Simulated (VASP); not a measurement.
# WC (P-6m2) in VASP: further runs

The runs below take WC through relaxation of cell and atoms, single point, with PBE.

Everything below comes from runs of VASP 6.6.1. Logs are shortened: lines on timing, memory, paths and dates and some standing lists are left out, and cuts for length are marked.

### Step 1. The cell of the first run

Symmetry: P-6m2, No. 187, hexagonal system. Conventional cell: a = 2.907 Å, b = 2.907 Å, c = 2.837 Å, α = 90.00°, β = 90.00°, γ = 120.00°. Within 2.9 Å of W (site symmetry -6m2) lie 6 C at 2.20 Å and 2 W at 2.84 Å. Within 2.9 Å of C (site symmetry -6m2) lie 6 W at 2.20 Å and 2 C at 2.84 Å.

### Step 2. Relaxation of cell and atoms, PBE

File INCAR:

```
SYSTEM = WC
PREC     = Accurate       ! precision mode
ENCUT    = 600            ! plane-wave cutoff, eV
EDIFF    = 1E-7           ! SCF threshold, eV
ISMEAR   = 0              ! smearing method
SIGMA    = 0.1            ! smearing width, eV
LREAL    = .False.        ! projectors in reciprocal space
LASPH    = .True.         ! aspherical terms in the spheres
NELM     = 120            ! most SCF steps
ALGO     = Normal         ! electronic algorithm
ISIF     = 3              ! what is computed and relaxed
LWAVE    = .False.        ! write WAVECAR
LCHARG   = .False.        ! write CHGCAR
GGA      = PE             ! functional
IBRION   = 2              ! ionic algorithm
NSW      = 90             ! ionic steps
EDIFFG   = -0.04          ! ionic threshold
GGA_COMPAT= .False.      
NELMIN   = 4
```

File KPOINTS:

```
regular mesh
0
Gamma
  6 6 6
  0 0 0
```

File POSCAR:

```
WC
1.0
    2.9065000100      0.0000000000      0.0000000000
   -1.4532500100      2.5171028500      0.0000000000
    0.0000000000      0.0000000000      2.8366000700
W C
1 1
Direct
    0.0000000000      0.0000000000      0.0000000000
    0.6666666700      0.3333333300      0.5000000000
```

Potentials or basis: VASP PAW PBE potentials, release 64 (W_sv, C).

On the command line:

```bash
cat potpaw_PBE.64/W_sv/POTCAR potpaw_PBE.64/C/POTCAR > POTCAR
mpirun -np 1 vasp_std > vasp.out
```

OUTCAR:

```text
SYSTEM = WC
   PREC = Accurate
   ENCUT = 600
   EDIFF = 1E-7
   ISMEAR = 0
   LREAL = .False.
   LASPH = .True.
   NELM = 120
   ISIF = 3
   GGA = PE
   IBRION = 2
   NSW = 90
   EDIFFG = -0.04
   NELMIN = 4

 ion  position               nearest neighbor table
   1  0.000  0.000  0.000-   2 2.20   2 2.20   2 2.20   2 2.20   2 2.20   2 2.20
   2  0.667  0.333  0.500-   1 2.20   1 2.20   1 2.20   1 2.20   1 2.20   1 2.20

  LATTYP: Found a hexagonal cell.
 ALAT       =     2.9065000100
 C/A-ratio  =     0.9759504766

  Lattice vectors:

 A1 = (   2.9065000100,   0.0000000000,   0.0000000000)
 A2 = (  -1.4532500100,   2.5171028500,   0.0000000000)
 A3 = (   0.0000000000,   0.0000000000,   2.8366000700)

Analysis of symmetry for initial positions (statically):
=====================================================================
 Subroutine PRICEL returns:
 Original cell was already a primitive cell.

 Routine SETGRP: Setting up the symmetry group for a
 hexagonal supercell.

 Subroutine GETGRP returns: Found 12 space group operations
 (whereof 12 operations were pure point group operations)
 out of a pool of 24 trial point group operations.

The static configuration has the point symmetry D_3h.

Analysis of symmetry for dynamics (positions and initial velocities):
=====================================================================
 Subroutine PRICEL returns:
 Original cell was already a primitive cell.

 Routine SETGRP: Setting up the symmetry group for a
 hexagonal supercell.

 Subroutine GETGRP returns: Found 12 space group operations
 (whereof 12 operations were pure point group operations)
 out of a pool of 24 trial point group operations.

The dynamic configuration has the point symmetry D_3h.

 Subroutine INISYM returns: Found 12 space group operations
 (whereof 12 operations are pure point group operations),
 and found     1 'primitive' translations

----------------------------------------------------------------------------------------

                                     Primitive cell

  volume of cell :      20.7525

  direct lattice vectors                    reciprocal lattice vectors
     2.906500010  0.000000000  0.000000000     0.344056424  0.198641069  0.000000000
    -1.453250010  2.517102850  0.000000000     0.000000000  0.397282137  0.000000000
     0.000000000  0.000000000  2.836600070     0.000000000  0.000000000  0.352534716

  length of vectors
     2.906500010  2.906500017  2.836600070     0.397282138  0.397282137  0.352534716

  position of ions in fractional coordinates (direct lattice)
     0.000000000  0.000000000  0.000000000
     0.666666670  0.333333330  0.500000000

  ion indices of the primitive-cell ions
   primitive index   ion index
                 1           1
                 2           2

----------------------------------------------------------------------------------------

 KPOINTS: regular mesh

Automatic generation of k-mesh.
 Grid dimensions read from file:
 generate k-points for:    6    6    6

 Generating k-lattice:

  Cartesian coordinates                     Fractional coordinates (reciprocal lattice)
     0.057342737  0.033106845  0.000000000     0.166666667  0.000000000  0.000000000
     0.000000000  0.066213690  0.000000000     0.000000000  0.166666667  0.000000000
     0.000000000  0.000000000  0.058755786     0.000000000  0.000000000  0.166666667

  Length of vectors
     0.066213690  0.066213690  0.058755786

  Shift w.r.t. Gamma in fractional coordinates (k-lattice)
     0.000000000  0.000000000  0.000000000

 Subroutine IBZKPT returns following result:
 ===========================================

 Found     28 irreducible k-points:

 Following reciprocal coordinates:
            Coordinates               Weight
  0.000000  0.000000  0.000000      1.000000
  0.166667  0.000000  0.000000      6.000000
  0.333333  0.000000  0.000000      6.000000
  0.500000  0.000000  0.000000      3.000000
  0.166667  0.166667  0.000000      6.000000
  0.333333  0.166667  0.000000     12.000000
[... 16 lines left out ...]
  0.166667  0.000000  0.500000      6.000000
  0.333333  0.000000  0.500000      6.000000
 [... further k-points ...]
   k-points           NKPTS =     28   k-points in BZ     NKDIM =     28   number of bands    NBANDS=     13
   number of dos      NEDOS =    301   number of ions     NIONS =      2
   total plane-waves  NPLWV =  13824
   dimension x,y,z NGX =    24 NGY =   24 NGZ =   24
   dimension x,y,z NGXF=    48 NGYF=   48 NGZF=   48
   ions per type =               1   1
   NGX,Y,Z   is equivalent  to a cutoff of  13.73, 13.73, 14.07 a.u.
   NGXF,Y,Z  is equivalent  to a cutoff of  27.46, 27.46, 28.13 a.u.
 SYSTEM =  WC
   PREC   = accura    normal or accurate (medium, high low for compatibility)
   ISTART =      0    job   : 0-new  1-cont  2-samecut
   ICHARG =      2    charge: 1-file 2-atom 10-const
   ISPIN  =      1    spin polarized calculation?
   LNONCOLLINEAR =      F non collinear calculations
   LSORBIT =      F    spin-orbit coupling
   LASPH  =      T    aspherical Exc in radial PAW
   ENCUT  =  600.0 eV  44.10 Ry    6.64 a.u.   5.81  5.81  5.67*2*pi/ulx,y,z
   NELM   =    120;   NELMIN=  4; NELMDL= -5     # of ELM steps
   EDIFF  = 0.1E-06   stopping-criterion for ELM
   LREAL  =      F    real-space projection
   EDIFFG = -.4E-01   stopping-criterion for IOM
   NSW    =     90    number of steps for IOM
   IBRION =      2    ionic relax: 0-MD 1-quasi-New 2-CG
   NFREE  =      1    steps in history (QN), initial steepest desc. (CG)
   ISIF   =      3    stress and relaxation
   ISYM   =      2    0-nonsym 1-usesym 2-fastsym
   POTIM  = 0.5000    time-step for ionic-motion
   TEBEG  =    0.0;   TEEND  =   0.0 temperature during run
   PSTRESS=    0.0 pullay stress
   NELECT =      18.0000    total number of electrons
   NUPDOWN=      -1.0000    fix difference up-down
   EMIN   =  10.00;   EMAX   =-10.00  energy-range for DOS
   EFERMI =   0.00;   METHOD = LEGACY
   ISMEAR =     0;   SIGMA  =   0.10  broadening in eV -4-tet -1-fermi 0-gaus
   EFERMI_NEDOS =   21; number of points for ismear=-14 and -15
   IALGO  =     38    algorithm
   IMIX   =      4    mixing-type and parameters
     AMIX     =   0.40;   BMIX     =  1.00
     AMIX_MAG =   1.60;   BMIX_MAG =  1.00
  volume/ion in A,a.u.               =      10.38        70.02
  Fermi-wavevector in a.u.,A,eV,Ry     =   1.561262  2.950358 33.164744  2.437540
  Thomas-Fermi vector in A             =   2.664353
   LORBIT       =      0    0 simple, 1 ext, 2 COOP (PROOUT), +10 PAW based schemes
   GGA     = PE    functional components
   LHFCALC =     F    Hartree Fock is set to
   AEXX    =    0.0000 exact exchange contribution
   IVDW    =     0    specifies the selected vdW correction
   LEPSILON=     F    determine dielectric tensor
   LRPA    =     F    only Hartree local field effects (RPA)
 conjugate gradient relaxation of ions
 non-spin polarized calculation
 Gauss-broadening in eV      SIGMA  =   0.10
  energy-cutoff  :      600.00
  volume of cell :       20.75
 maximum number of plane-waves:       704
 NGX is ok and might be reduce to    24
   NGX = 11   NGY = 11   NGZ = 11

--------------------------------------- Ionic step        1  -------------------------------------------

 number of electron      18.0000000 magnetization

 Free energy of the ion-electron system (eV)
  ---------------------------------------------------
  ext. energy  EPLUGINS =         0.00000000
  ---------------------------------------------------
  free energy    TOTEN  =       -22.43915987 eV

  energy without entropy =      -22.43572945  energy(sigma->0) =      -22.43744466

------------------------ aborting loop because EDIFF is reached ----------------------------------------

  FORCE on cell =-STRESS in cart. coord.  units (eV):
  Direction    XX          YY          ZZ          XY          YZ          ZX
  --------------------------------------------------------------------------------------
  -------------------------------------------------------------------------------------
  Total        0.9606397      0.9606397      0.6868472     -0.0000000      0.0000000      0.0000000
  in kB       74.1654647     74.1654650     53.0275201     -0.0000001      0.0000000      0.0000000
  external PRESSURE =      67.1194833 kB  Pullay stress =       0.0000000 kB
[... 165 lines left out ...]
  energy  without entropy=      -22.4430782765  energy(sigma->0) =      -22.44494825

--------------------------------------- Ionic step        6  -------------------------------------------

 number of electron      18.0000001 magnetization

 Free energy of the ion-electron system (eV)
  ---------------------------------------------------
  ext. energy  EPLUGINS =         0.00000000
  ---------------------------------------------------
  free energy    TOTEN  =       -22.44699490 eV

  energy without entropy =      -22.44342267  energy(sigma->0) =      -22.44520878

 E-fermi :  11.0814     XC(G=0): -13.7034

 val. band max:       10.9651254219   @ k =   0.0000   0.0000   0.0000
 cond. band min:      11.0947335716   @ k =   0.5000   0.0000   0.5000
 fundamental gap:      0.1296081497
 Fermi energy:        11.0814073873

 k-point     1 :       0.0000    0.0000    0.0000
  band No.  band energies     occupation
      1     -63.2110      2.00000
      2     -27.1837      2.00000
      3     -27.0998      2.00000
      4     -27.0998      2.00000
      5      -3.4834      2.00000
      6       6.6216      2.00000
      7       7.5435      2.00000
      8       7.5435      2.00000
      9      10.9651      1.89992
     10      13.9945      0.00000
     11      13.9945      0.00000
     12      16.3831      0.00000
     13      16.3831      0.00000
[... 353 lines left out ...]
 k-point    24 :       0.3333    0.0000    0.5000
  band No.  band energies     occupation
      1     -63.1333      2.00000
      2     -27.7801      2.00000
      3     -27.5741      2.00000
      4     -27.1597      2.00000
      5      -0.1541      2.00000
      6       4.3464      2.00000
      7       7.0000      2.00000
      8       7.2109      2.00000
      9       9.5364      2.00000
     10      13.4252      0.00000
     11      15.9522      0.00000
     12      16.3926      0.00000
     13      18.7960      0.00000

 [... further k-points ...]
[... 5 lines left out ...]
  --------------------------------------------------------------------------------------
  -------------------------------------------------------------------------------------
  Total        0.0048827      0.0048827      0.0036674     -0.0000000     -0.0000000      0.0000000
  in kB        0.3705481      0.3705481      0.2783210     -0.0000000     -0.0000000      0.0000000
  external PRESSURE =       0.3398058 kB  Pullay stress =       0.0000000 kB
[... 17 lines left out ...]
  FREE ENERGIE OF THE ION-ELECTRON SYSTEM (eV)
  ---------------------------------------------------
  free  energy   TOTEN  =       -22.4469948956 eV

  energy  without entropy=      -22.4434226710  energy(sigma->0) =      -22.44520878

 reached required accuracy - stopping structural energy minimisation
```

Run time: 20 s. Hardware: 1 thread of AMD EPYC 9R45 (Zen 5), shared host; peak memory 0.12 GiB.

Results:

```
Free energy                            : -22.4470 eV
Relaxed volume                         : 10.56 Å³/atom
Relaxed cell                           : a = 2.928 Å, b = 2.928 Å, c = 2.844 Å, α = 90.00°, β = 90.00°, γ = 120.00°
Space group after relaxing (to 0.05 Å) : P-6m2 (No. 187)
Energy gained by relaxing              : 3.9 meV/atom
Ionic steps                            : 6
Pressure after relaxing                : 0.0 GPa
Band gap on the k mesh                 : zero (band 9 reaches 11.49 eV, above the bottom of band 10 at 10.27 eV)
```

The path:
```csv
step,energy change (eV),largest force (eV/Å),pressure (GPa),volume (Å³)
1,0.0000,0.0000,6.71,20.75
2,0.0415,0.0000,-15.67,22.09
3,-0.0076,0.0000,-0.23,21.12
4,-0.0076,0.0000,-0.10,21.11
5,-0.0077,0.0000,0.16,21.11
6,-0.0078,0.0000,0.03,21.11
```

Final structure:
```yaml
crystal:
  lattice:
    - [2.92751, 0.00000, 0.00000]
    - [-1.46375, 2.53530, 0.00000]
    - [0.00000, 0.00000, 2.84447]
  atoms:
    - { symbol: W, position: [0.00000, 0.00000, 0.00000] }
    - { symbol: C, position: [0.66667, 0.33333, 0.50000] }
```

Levels at points of the mesh, in eV from the Fermi level:
```tsv
k point	band 5	band 6	band 7	band 8	band 9	band 10	band 11	band 12	band 13
(0.00, 0.00, 0.00)	-14.56	-4.46	-3.54	-3.54	-0.12	2.91	2.91	5.30	5.30
(0.50, 0.00, 0.00)	-11.29	-7.20	-3.74	-3.74	-0.73	2.06	4.15	4.48	6.53
(0.00, 0.00, 0.50)	-10.61	-8.78	-2.26	-2.26	-0.81	-0.81	3.42	4.21	4.21
(0.50, 0.00, 0.50)	-11.43	-6.60	-4.50	-4.38	0.01	4.05	4.95	6.23	8.76
```

Caveat: the k points lie up to 0.41 Å⁻¹ apart in the final cell; spin-orbit coupling is left out, which moves the levels of the heavy elements. PBE usually gives volumes a little too large and moduli too small.

### Step 3. Single point, PBE

This run uses another cell than the first one, of 10.52 Å³/atom, 1.014 times its volume.

File INCAR:

```
PREC     = Accurate       # precision mode
ENCUT    = 910            # plane-wave cutoff, eV
EDIFF    = 1E-6           # SCF threshold, eV
ISMEAR   = 0              # smearing method
SIGMA    = 0.1            # smearing width, eV
LREAL    = F              # projectors in reciprocal space
LASPH    = T              # aspherical terms in the spheres
NELM     = 120            # most SCF steps
ALGO     = Normal         # electronic algorithm
ISIF     = 2              # what is computed and relaxed
LWAVE    = F              # write WAVECAR
LCHARG   = F              # write CHGCAR
GGA      = PE             # functional
NBANDS   = 16             # bands
GGA_COMPAT= F
```

File KPOINTS:

```
Automatic mesh
0
Gamma
  18 18 16
```

File POSCAR:

```
WC
1.0
    2.9217240012      0.0000000000      0.0000000000
   -1.4608620006      2.5302872079      0.0000000000
    0.0000000000      0.0000000000      2.8472412411
W C
1 1
Direct
    0.0000000000      0.0000000000      0.0000000000
    0.3333333333      0.6666666667      0.5000000000
```

Potentials or basis: VASP PAW PBE potentials, release 64 (W_sv, C_h).

On the command line:

```bash
cat potpaw_PBE.64/W_sv/POTCAR potpaw_PBE.64/C_h/POTCAR > POTCAR
mpirun -np 1 vasp_std > vasp.out
```

OUTCAR:

```text
PREC = Accurate
   ENCUT = 910
   EDIFF = 1E-6
   ISMEAR = 0
   LREAL = F
   LASPH = T
   NELM = 120
   ISIF = 2
   GGA = PE

 ion  position               nearest neighbor table
   1  0.000  0.000  0.000-   2 2.21   2 2.21   2 2.21   2 2.21   2 2.21   2 2.21
   2  0.333  0.667  0.500-   1 2.21   1 2.21   1 2.21   1 2.21   1 2.21   1 2.21

  LATTYP: Found a hexagonal cell.
 ALAT       =     2.9217240012
 C/A-ratio  =     0.9745072567

  Lattice vectors:

 A1 = (   2.9217240012,   0.0000000000,   0.0000000000)
 A2 = (  -1.4608620006,   2.5302872079,   0.0000000000)
 A3 = (   0.0000000000,   0.0000000000,   2.8472412411)

Analysis of symmetry for initial positions (statically):
=====================================================================
 Subroutine PRICEL returns:
 Original cell was already a primitive cell.

 Routine SETGRP: Setting up the symmetry group for a
 hexagonal supercell.

 Subroutine GETGRP returns: Found 12 space group operations
[... 154 lines left out ...]
   NGX = 15   NGY = 15   NGZ = 15

 number of electron      18.0000001 magnetization

 Free energy of the ion-electron system (eV)
  ---------------------------------------------------
  ext. energy  EPLUGINS =         0.00000000
  ---------------------------------------------------
  free energy    TOTEN  =       -22.45617602 eV

  energy without entropy =      -22.45471409  energy(sigma->0) =      -22.45544506

 E-fermi :  11.2022     XC(G=0): -13.7549

 val. band max:       11.1879209984   @ k =   0.5000   0.0000   0.3750
 cond. band min:      11.2132521732   @ k =   0.0556   0.0000   0.2500
 fundamental gap:      0.0253311748
 Fermi energy:        11.2022461282

 k-point     1 :       0.0000    0.0000    0.0000
  band No.  band energies     occupation
      1     -62.8319      2.00000
      2     -26.8083      2.00000
      3     -26.7177      2.00000
      4     -26.7177      2.00000
      5      -3.1371      2.00000
      6       6.9735      2.00000
[... 433 lines left out ...]
      3     -26.9500      2.00000
      4     -26.7036      2.00000
      5       0.1824      2.00000
      6       4.4018      2.00000
[... 8 lines left out ...]
     15      24.8044      0.00000
     16      28.5321      0.00000

 [... further k-points ...]
[... 5 lines left out ...]
  --------------------------------------------------------------------------------------
  -------------------------------------------------------------------------------------
  Total        0.1116405      0.1116405      0.1480767     -0.0000000     -0.0000000      0.0000000
  in kB        8.4976562      8.4976562     11.2710412     -0.0000000     -0.0000000      0.0000000
  external PRESSURE =       9.4221179 kB  Pullay stress =       0.0000000 kB

 VOLUME and BASIS-vectors are now :
 -----------------------------------------------------------------------------
  energy-cutoff  :      910.00
  volume of cell :       21.05
      direct lattice vectors                 reciprocal lattice vectors
     2.921724001  0.000000000  0.000000000     0.342263677  0.197606026  0.000000000
    -1.460862001  2.530287208  0.000000000     0.000000000  0.395212052  0.000000000
     0.000000000  0.000000000  2.847241241     0.000000000  0.000000000  0.351217166

 POSITION                                       TOTAL-FORCE (eV/Angst)
 -----------------------------------------------------------------------------------
      0.00000      0.00000      0.00000         0.000000     -0.000000      0.000000
     -0.00000      1.68686      1.42362        -0.000000      0.000000      0.000000
 -----------------------------------------------------------------------------------
    total drift:                                0.000000     -0.000000     -0.000000

  FREE ENERGIE OF THE ION-ELECTRON SYSTEM (eV)
  ---------------------------------------------------
  free  energy   TOTEN  =       -22.4561760201 eV

  energy  without entropy=      -22.4547140926  energy(sigma->0) =      -22.45544506
```

Wall time 2.8 min (1 thread of Intel Xeon Platinum 8375C at 2.90GHz (Ice Lake), shared host); peak memory 0.37 GiB.

Results:

| Property | Result |
| --- | --- |
| Free energy | -22.4562 eV |
| Pressure | 0.9 GPa |
| Band gap on the k mesh | zero (band 9 reaches 11.83 eV, above the bottom of band 10 at 10.64 eV) |

Caveat: the cutoff is under 1.25 times the usual one of these potentials, so pressure, stress and relaxed cells hold a basis-set (Pulay) error; spin-orbit coupling is left out, which moves the levels of the heavy elements.
